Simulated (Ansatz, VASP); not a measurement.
## One calculation of MnS, two programs

The input INCAR:

```
SYSTEM = MnS
PREC = Accurate ; ENCUT = 600
EDIFF = 1E-6 ; ISMEAR = -1
SIGMA = 0.05 ; LREAL = .FALSE.
LASPH = .TRUE. ; NELM = 200
ALGO = Normal ; ISIF = 2
LWAVE = .FALSE. ; LCHARG = .FALSE.
ISPIN = 2 ; MAGMOM = 4 0
LORBIT = 11 ; LMAXMIX = 4
LDAU = .TRUE. ; LDAUTYPE = 2
LDAUL = 2 -1 ; LDAUU = 8 0
LDAUJ = 0 0 ; LDAUPRINT = 1
GGA = PS ; NBANDS = 22
GGA_COMPAT = .FALSE.
```

KPOINTS

```
regular mesh
0
G
  9 9 9
  0 0 0
```

POSCAR

```
MnS
1.0
    0.0000000000      2.6045000000      2.6045000000
    2.6045000000      0.0000000000      2.6045000000
    2.6045000000      2.6045000000      0.0000000000
Mn S
1 1
Direct
    0.0000000000      0.0000000000      0.0000000000
    0.5000000000      0.5000000000      0.5000000000
```

The input input.yaml:

```yaml
crystal:
  lattice:
    - [0.0, 2.6045, 2.6045]
    - [2.6045, 0.0, 2.6045]
    - [2.6045, 2.6045, 0.0]
  atoms:
    - { symbol: Mn, position: [0.0, 0.0, 0.0], spin: 4.0 }
    - { symbol: S, position: [0.5, 0.5, 0.5] }
hamiltonian:
  xc: pbesol
  pseudopotentials: { kind: paw }
  hubbard: { sites: [{ species: Mn, l: d, u_eff: 8.0 }] }
magnetization:
  spin_polarized: true
kpoints:
  mp_grid: { grid: [9, 9, 9] }
scf:
  occupations: { method: fermi_dirac, width: 0.05 }
  n_extra_bands: 6
output:
  forces: true
  stress: true
  eigenvalues: true
  dos: { projected: true, de: 0.05, nscf_kmesh: { grid: [14, 14, 14] } }
  write_density: true
  write_potential: true
  elf: true
  volumetric_format: npy
```

Alike in both runs: functional PBEsol; k mesh 9 × 9 × 9; occupations fermi-dirac, width 0.05 eV; collinear spin; Hubbard terms Mn d U = 8.0 eV.

|  | VASP | Ansatz |
| --- | --- | --- |
| version | VASP 6.6.1 | Ansatz 0.2.0 |
| potentials or method | VASP PAW PBE potentials, release 64 (Mn_sv, S) | Ansatz PAW |
| plane-wave cutoff (eV) | 600 | 420 |
| valence electrons in the cell | 21 | 21 |
| task | single point | projected density of states |

|  | VASP | Ansatz | Ansatz less VASP |
| --- | --- | --- | --- |
| gap on the k mesh at the Fermi level (eV) | 1.53 | 1.13 | -0.397 |
| least direct gap on the mesh (eV) | 3.18 | 3.01 | -0.176 |
| pressure (GPa) | 1.3 | 4.9 | +3.54 |
| net moment per atom (μB) | 2.50 | 2.50 | 0.000 |
| size of the moment on the site where the two differ most (μB) | 4.64 | 4.58 | -0.060 |

VASP's potentials were made for PBE, not for PBEsol. Site moments also hang on the region over which each program counts them. The programs project onto different local orbitals, so the same U acts differently, and such runs can settle in different states.

Noted on Ansatz's run: the magnetic or orbital state may not be the lowest; odd divisions of the mesh miss points on the zone boundary, where band edges often lie, so the gap on the mesh can be too wide.
